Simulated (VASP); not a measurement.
# CdS (F-43m) in VASP: settings compared

Aim: see how the results for CdS move with the level of theory and the settings. Levels: PBE, r2SCAN0, r2SCANh. Tasks: single point.

Everything below comes from runs of VASP 6.6.1. Logs are shortened: lines on timing, memory, paths and dates and some standing lists are left out, and cuts for length are marked.

### Step 1. The cell of the first run

It takes space group F-43m (No. 216, cubic). Conventional cell: a = 5.910 Å, b = 5.910 Å, c = 5.910 Å, α = 90.00°, β = 90.00°, γ = 90.00°. Within 3.4 Å of Cd (site symmetry -43m) lie 4 S at 2.56 Å. Within 3.4 Å of S (site symmetry -43m) lie 4 Cd at 2.56 Å.

### Step 2. Single point, PBE, non-collinear spin, zero start, spin-orbit coupling

File INCAR:

```
SYSTEM = CdS
ALGO     = Normal         ! electronic algorithm
EDIFF    = 1E-7           ! SCF threshold, eV
ENCUT    = 520            ! plane-wave cutoff, eV
GGA      = PE             ! functional
GGA_COMPAT= .FALSE.      
ISIF     = 2              ! what is computed and relaxed
ISMEAR   = -1             ! smearing method
LASPH    = .TRUE.         ! aspherical terms in the spheres
LCHARG   = .TRUE.         ! write CHGCAR
LNONCOLLINEAR= .TRUE.         ! non-collinear magnetism
LORBIT   = 11             ! projections on sites
LORBMOM  = .TRUE.       
LREAL    = .FALSE.        ! projectors in reciprocal space
LSORBIT  = .TRUE.         ! spin-orbit coupling
LVHAR    = .TRUE.       
LWAVE    = .FALSE.        ! write WAVECAR
MAGMOM   = 0 0 0 0 0 0    ! initial moments
NBANDS   = 30             ! bands
NELM     = 150            ! most SCF steps
PREC     = Accurate       ! precision mode
SIGMA    = 0.05           ! smearing width, eV
```

File KPOINTS:

```
k-points
0
G
  8 8 8
  0 0 0
```

File POSCAR:

```
CdS
1.0
    0.0000000000      2.9548794012      2.9548794012
    2.9548794012      0.0000000000      2.9548794012
    2.9548794012      2.9548794012      0.0000000000
Cd S
1 1
Direct
    0.0000000000      0.0000000000      0.0000000000
    0.7500000000      0.7500000000      0.7500000000
```

Potentials or basis: VASP PAW PBE potentials, release 64 (Cd, S).

On the command line:

```bash
> cat potpaw_PBE.64/Cd/POTCAR potpaw_PBE.64/S/POTCAR > POTCAR
> mpirun -np 1 vasp_ncl > vasp.out
```

OUTCAR:

```text
SYSTEM = CdS
   EDIFF = 1E-7
   ENCUT = 520
   GGA = PE
   ISIF = 2
   ISMEAR = -1
   LASPH = .TRUE.
   LNONCOLLINEAR = .TRUE.
   LORBIT = 11
   LREAL = .FALSE.
   LSORBIT = .TRUE.
   NELM = 150
   PREC = Accurate

 ion  position               nearest neighbor table
   1  0.000  0.000  0.000-   2 2.56   2 2.56   2 2.56   2 2.56
   2  0.750  0.750  0.750-   1 2.56   1 2.56   1 2.56   1 2.56

  LATTYP: Found a face centered cubic cell.
 ALAT       =     5.9097588024

  Lattice vectors:

 A1 = (   0.0000000000,   2.9548794012,   2.9548794012)
 A2 = (   2.9548794012,   0.0000000000,   2.9548794012)
 A3 = (   2.9548794012,   2.9548794012,   0.0000000000)

Analysis of symmetry for initial positions (statically):
=====================================================================
 Subroutine PRICEL returns:
 Original cell was already a primitive cell.

 Routine SETGRP: Setting up the symmetry group for a
 face centered cubic supercell.

 Subroutine GETGRP returns: Found 24 space group operations
 (whereof 24 operations were pure point group operations)
 out of a pool of 48 trial point group operations.

The static configuration has the point symmetry T_d .

Analysis of symmetry for dynamics (positions and initial velocities):
=====================================================================
 Subroutine PRICEL returns:
 Original cell was already a primitive cell.

 Routine SETGRP: Setting up the symmetry group for a
 face centered cubic supercell.

 Subroutine GETGRP returns: Found 24 space group operations
 (whereof 24 operations were pure point group operations)
 out of a pool of 48 trial point group operations.

The dynamic configuration has the point symmetry T_d .

Analysis of structural, dynamic, and magnetic symmetry:
=====================================================================
 Subroutine PRICEL returns:
 Original cell was already a primitive cell.

 Routine SETGRP: Setting up the symmetry group for a
 face centered cubic supercell.

 Subroutine GETGRP returns: Found 24 space group operations
 (whereof 24 operations were pure point group operations)
 out of a pool of 48 trial point group operations.

The overall configuration has the point symmetry T_d .

 Subroutine INISYM returns: Found 24 space group operations
 (whereof 24 operations are pure point group operations),
 and found     1 'primitive' translations

----------------------------------------------------------------------------------------

                                     Primitive cell

  volume of cell :      51.5999

  direct lattice vectors                    reciprocal lattice vectors
     0.000000000  2.954879401  2.954879401    -0.169211644  0.169211644  0.169211644
     2.954879401  0.000000000  2.954879401     0.169211644 -0.169211644  0.169211644
     2.954879401  2.954879401  0.000000000     0.169211644  0.169211644 -0.169211644
[... 963 lines left out ...]
  free  energy   TOTEN  =        -6.1746316622 eV

  energy  without entropy=       -6.1746313921  energy(sigma->0) =       -6.17463153

 orbital moment (x)

 # of ion     p       d       tot
 ----------------------------------------
  1        -0.000   0.000   0.000
  2         0.000   0.000   0.000
 ----------------------------------------
           -0.000   0.000   0.000

 orbital moment (y)

 # of ion     p       d       tot
 ----------------------------------------
  1         0.000   0.000   0.000
  2        -0.000   0.000  -0.000
 ----------------------------------------
           -0.000   0.000   0.000

 orbital moment (z)

 # of ion     p       d       tot
 ----------------------------------------
  1         0.000   0.000   0.000
  2         0.000   0.000   0.000
 ----------------------------------------
            0.000   0.000   0.000

 Spin-Orbit-Coupling matrix elements

 Ion:    1  E_soc:     -0.0559842
 l=   1
     0.0000000    -0.0023538    -0.0023538
    -0.0023538     0.0000000    -0.0023538
    -0.0023538    -0.0023538     0.0000000
 l=   2
     0.0000000    -0.0014212     0.0000000    -0.0014212    -0.0055557
    -0.0014212     0.0000000    -0.0041668    -0.0014212    -0.0013889
     0.0000000    -0.0041668     0.0000000    -0.0041668     0.0000000
    -0.0014212    -0.0014212    -0.0041668     0.0000000    -0.0013889
    -0.0055557    -0.0013889     0.0000000    -0.0013889     0.0000000
 l=   3
     0.0000000     0.0000000     0.0000000     0.0000000     0.0000000     0.0000000     0.0000000
     0.0000000     0.0000000     0.0000000     0.0000000     0.0000000     0.0000000     0.0000000
     0.0000000     0.0000000     0.0000000     0.0000000     0.0000000     0.0000000     0.0000000
     0.0000000     0.0000000     0.0000000     0.0000000     0.0000000     0.0000000     0.0000000
     0.0000000     0.0000000     0.0000000     0.0000000     0.0000000     0.0000000     0.0000000
     0.0000000     0.0000000     0.0000000     0.0000000     0.0000000     0.0000000     0.0000000
     0.0000000     0.0000000     0.0000000     0.0000000     0.0000000     0.0000000     0.0000000

 Ion:    2  E_soc:     -0.0021375
 l=   1
     0.0000000    -0.0003562    -0.0003562
    -0.0003562     0.0000000    -0.0003562
    -0.0003562    -0.0003562     0.0000000
 l=   2
     0.0000000     0.0000000     0.0000000     0.0000000     0.0000000
     0.0000000     0.0000000     0.0000000     0.0000000     0.0000000
     0.0000000     0.0000000     0.0000000     0.0000000     0.0000000
     0.0000000     0.0000000     0.0000000     0.0000000     0.0000000
     0.0000000     0.0000000     0.0000000     0.0000000     0.0000000
 l=   3
     0.0000000     0.0000000     0.0000000     0.0000000     0.0000000     0.0000000     0.0000000
     0.0000000     0.0000000     0.0000000     0.0000000     0.0000000     0.0000000     0.0000000
     0.0000000     0.0000000     0.0000000     0.0000000     0.0000000     0.0000000     0.0000000
     0.0000000     0.0000000     0.0000000     0.0000000     0.0000000     0.0000000     0.0000000
     0.0000000     0.0000000     0.0000000     0.0000000     0.0000000     0.0000000     0.0000000
     0.0000000     0.0000000     0.0000000     0.0000000     0.0000000     0.0000000     0.0000000
     0.0000000     0.0000000     0.0000000     0.0000000     0.0000000     0.0000000     0.0000000

 total charge

# of ion       s       p       d       tot
------------------------------------------
    1        0.419   0.305   9.564  10.288
    2        1.325   2.386   0.000   3.710
--------------------------------------------------
tot          1.744   2.691   9.564  13.999

 magnetization (x)

# of ion       s       p       d       tot
------------------------------------------
    1       -0.000   0.000  -0.000  -0.000
    2        0.000   0.000   0.000   0.000
--------------------------------------------------
tot          0.000   0.000  -0.000   0.000

 magnetization (y)

# of ion       s       p       d       tot
------------------------------------------
    1        0.000  -0.000   0.000  -0.000
    2       -0.000   0.000   0.000  -0.000
--------------------------------------------------
tot         -0.000  -0.000   0.000  -0.000

 magnetization (z)

# of ion       s       p       d       tot
------------------------------------------
    1        0.000   0.000   0.000   0.000
    2        0.000   0.000   0.000   0.000
--------------------------------------------------
tot          0.000   0.000   0.000   0.000
```

stdout:

```text
POSCAR found type information on POSCAR CdS
 POSCAR found :  2 types and       2 ions
 scaLAPACK will be used
 LDA part: xc-table for (Slater+PW92), standard interpolation
 POSCAR, INCAR and KPOINTS ok, starting setup
 FFT: planning ... GRIDC
 FFT: planning ... GRID_SOFT
 FFT: planning ... GRID
 WAVECAR not read
 entering main loop
```

It took 70 s on 1 thread of AMD EPYC 9R45 (Zen 5), shared host; peak memory 0.32 GiB.

Results:

* Free energy: -6.1746 eV
* Pressure: 0.7 GPa
* Net moment: 0.00 μB per cell
* Valence electrons inside the program's atomic spheres: Cd 10.29; S 3.71

Moments on the atoms (μB; x, y, z):
```
Cd  0.00 0.00 0.00
S   0.00 0.00 0.00
```

### Step 3. Single point, PBE, non-collinear spin, zero start, spin-orbit coupling

This run uses another cell than the first one, of 26.30 Å³/atom.

File INCAR:

```
SYSTEM = CdS
ALGO = Normal ; EDIFF = 1E-6
ENCUT = 520 ; GGA = PE
GGA_COMPAT = .FALSE. ; ISIF = 2
ISMEAR = -1 ; LASPH = .TRUE.
LCHARG = .FALSE. ; LNONCOLLINEAR = .TRUE.
LORBIT = 11 ; LORBMOM = .TRUE.
LREAL = .FALSE. ; LSORBIT = .TRUE.
LWAVE = .FALSE. ; MAGMOM = 0 0 0 0 0 0
NBANDS = 30 ; NELM = 150
PREC = Accurate ; SIGMA = 0.05
```

KPOINTS is that of step 2.

File POSCAR:

```
CdS
1.0
    0.0000000000      2.9737007966      2.9737007966
    2.9737007966      0.0000000000      2.9737007966
    2.9737007966      2.9737007966      0.0000000000
Cd S
1 1
Direct
    0.0000000000      0.0000000000      0.0000000000
    0.7500000000      0.7500000000      0.7500000000
```

Potentials or basis: VASP PAW PBE potentials, release 64 (Cd, S).

On the command line:

```bash
> cat potpaw_PBE.64/Cd/POTCAR potpaw_PBE.64/S/POTCAR > POTCAR
> mpirun -np 1 vasp_ncl > vasp.out
```

Run time: 60 s. Hardware: 1 thread of AMD EPYC 9R45 (Zen 5), shared host; peak memory 0.32 GiB.

The run converged. Its results:

- Free energy: -6.1760 eV
- Pressure: -0.3 GPa
- Net moment: 0.00 μB per cell
- Valence electrons inside the program's atomic spheres: Cd 10.27; S 3.70

Moments on the atoms (μB; x, y, z):
```
Cd  0.00 0.00 0.00
S   0.00 0.00 0.00
```

### Step 4. Single point, r2SCAN0

This run uses another cell than the first one, of 24.81 Å³/atom.

File POSCAR:

```
CdS
1.0
    0.0000000000      2.9165000000      2.9165000000
    2.9165000000      0.0000000000      2.9165000000
    2.9165000000      2.9165000000      0.0000000000
Cd S
1 1
Direct
    0.0000000000      0.0000000000      0.0000000000
    0.7500000000      0.7500000000      0.7500000000
```

File INCAR.step1:

```
SYSTEM = CdS
  ALGO = Normal
  EDIFF = 1E-5
  ENCUT = 520
  GGA = PE
  ISIF = 2
  ISMEAR = -1
  LASPH = .True.
  LREAL = .False.
  LWAVE = .True.
  NBANDS = 16
  NELM = 100
  PREC = Accurate
  SIGMA = 0.05
```

File INCAR.step2:

```
SYSTEM = CdS
  AEXX = 0.25
  ALGO = Normal
  EDIFF = 1E-6
  ENCUT = 520
  ISIF = 2
  ISMEAR = -1
  ISTART = 1
  LASPH = .True.
  LCHARG = .True.
  LELF = .True.
  LHFCALC = .True.
  LMIXTAU = .True.
  LREAL = .False.
  LVHAR = .True.
  LWAVE = .False.
  METAGGA = R2SCAN
  NBANDS = 16
  NELM = 100
  PREC = Accurate
  PRECFOCK = Normal
  SIGMA = 0.05
```

File KPOINTS:

```
k-points
0
Gamma
  4 4 4
  0 0 0
```

On the command line:

```bash
> cat potpaw_PBE.64/Cd/POTCAR potpaw_PBE.64/S/POTCAR > POTCAR
> cp INCAR.step1 INCAR
> mpirun -np 1 vasp_std > vasp.out
> cp INCAR.step2 INCAR
> mpirun -np 1 vasp_std > vasp.out
```

It took 4.1 min on 1 thread of Intel Xeon Platinum 8259CL at 2.50GHz (Skylake/Cascade Lake), shared host; peak memory 0.19 GiB.

The run converged. Its results:

| Property | Result |
| --- | --- |
| Free energy | -25.9176 eV |
| Pressure | 1.2 GPa |
| Band gap on the k mesh | 3.15 eV |

Levels at points of the mesh, in eV from the valence-band top:
```csv
k point,band 7,band 8,band 9,band 10,band 11,band 12
"(0.00, 0.00, 0.00)",0.00,0.00,0.00,3.15,8.80,8.80
"(0.50, 0.00, 0.00)",-4.78,-0.82,-0.82,5.13,9.20,9.20
"(0.50, 0.50, 0.00)",-4.28,-2.06,-2.06,5.32,6.46,11.66
```

Caveat: the k points lie up to 0.47 Å⁻¹ apart; the PAW data sets were made with another functional, which shifts forces and pressure a little.

### Step 5. Single point, r2SCANh

This run uses another cell than the first one, of 24.81 Å³/atom.

POSCAR is that of step 4.

File INCAR.step1:

```
PREC = Accurate ; ENCUT = 520
EDIFF = 1E-5 ; ISMEAR = -1
SIGMA = 0.05 ; LREAL = False
LASPH = True ; NELM = 100
ALGO = Normal ; ISIF = 2
LWAVE = True ; NBANDS = 16
GGA = PE
```

File INCAR.step2:

```
PREC = Accurate ; ENCUT = 520
EDIFF = 1E-7 ; ISMEAR = -1
SIGMA = 0.05 ; LREAL = False
LASPH = True ; NELM = 100
ALGO = Normal ; ISIF = 2
LWAVE = False ; LCHARG = True
METAGGA = R2SCAN ; LHFCALC = True
AEXX = 0.1 ; LMIXTAU = True
PRECFOCK = Normal ; LELF = True
LVHAR = True ; NBANDS = 16
ISTART = 1
```

File KPOINTS:

```
regular mesh
0
Gamma
  4 4 4
```

On the command line:

```bash
> cat potpaw_PBE.64/Cd/POTCAR potpaw_PBE.64/S/POTCAR > POTCAR
> cp INCAR.step1 INCAR
> mpirun -np 1 vasp_std > vasp.out
> cp INCAR.step2 INCAR
> mpirun -np 1 vasp_std > vasp.out
```

Run time: 7.8 min. Hardware: 1 thread of Intel Xeon Platinum 8259CL at 2.50GHz (Skylake/Cascade Lake), shared host; peak memory 0.19 GiB.

Results (log left out):

```
Free energy            : -28.1487 eV
Pressure               : 1.7 GPa
Band gap on the k mesh : 2.20 eV
```

Levels at points of the mesh, in eV from the valence-band top:
```
           k point  band 6  band 7  band 8  band 9  band 10  band 11  band 12  band 13
(0.00, 0.00, 0.00)   -7.91    0.00    0.00    0.00     2.20     7.75     7.75     7.75
(0.50, 0.00, 0.00)   -7.51   -4.60   -0.79   -0.79     4.13     8.16     8.16     8.60
(0.50, 0.50, 0.00)   -7.44   -4.11   -1.98   -1.98     4.42     5.43    10.54    12.33
```

Caveat: the k points lie up to 0.47 Å⁻¹ apart; the PAW data sets were made with another functional, which shifts forces and pressure a little.

### Step 6. Summary

| level | spin | cell | k mesh | grid for exact exchange (PRECFOCK) | share of exact exchange | gap on the mesh (eV) | pressure (GPa) | moment (μB) |
| --- | --- | --- | --- | --- | --- | --- | --- | --- |
| PBE | non-collinear, zero start, SOC | a = 4.179 Å, angles 60.0°, 2 atoms | 8 × 8 × 8 | - | - | - | 0.7 | 0.00 |
| PBE | non-collinear, zero start, SOC | a = 4.205 Å, angles 60.0°, 2 atoms | 8 × 8 × 8 | - | - | - | -0.3 | 0.00 |
| r2SCAN0 | off | a = 4.125 Å, angles 60.0°, 2 atoms | 4 × 4 × 4 | Normal | 0.25 | 3.15 | 1.2 | - |
| r2SCANh | off | a = 4.125 Å, angles 60.0°, 2 atoms | 4 × 4 × 4 | Normal | 0.1 | 2.20 | 1.7 | - |

Alike in all rows: task single point; potentials or basis VASP PAW PBE potentials, release 64 (Cd, S); cutoff (eV) 520; smearing fermi-dirac 0.05 eV.

Caveats: some runs use coarse meshes; the PAW data sets were made with another functional, which shifts forces and pressure a little (at least some runs).

Total energies depend on the potentials used, so only differences within one code and one set of settings carry meaning.
